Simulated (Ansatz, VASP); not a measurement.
**Two plane-wave programs on Pd**

```
Pd
1.0
     4.90084    0.00000    0.00000
     0.00000    4.90084    0.00000
     0.00000    0.00000    4.90084
Pd
8
Direct
  0.00000 0.00000 0.00000
  0.50000 0.50000 0.50000
  0.25000 0.00000 0.50000
  0.75000 0.00000 0.50000
  0.50000 0.25000 0.00000
  0.50000 0.75000 0.00000
  0.00000 0.50000 0.25000
  0.00000 0.50000 0.75000
```

Alike in both runs: task relaxation of cell and atoms; functional LDA; k mesh 5 × 5 × 5; occupations fermi-dirac, width 0.1 eV; no spin polarisation.

|  | VASP | Ansatz |
| --- | --- | --- |
| version | VASP 6.6.1 | Ansatz 0.2.0 |
| potentials or method | VASP PAW LDA potentials, release 64 (Pd), cutoff 600 eV | plane waves (420 eV) with PAW, scalar-relativistic |
| valence electrons in the cell | 80 | 144 |

```csv
,VASP,Ansatz,Ansatz less VASP
relaxed volume (Å³/atom),14.57,14.56,-0.006
relaxed cell length with the largest relative difference (Å),4.885,4.884,-0.0007
```

Ansatz warns that its potentials were made for another functional, while VASP's fit it. LDA's correlation is that of Perdew and Zunger in VASP and of Perdew and Wang (1992) in Ansatz. VASP's potentials hold 80 valence electrons a cell and Ansatz's 144, so a difference there can come from the potentials and not from the codes.
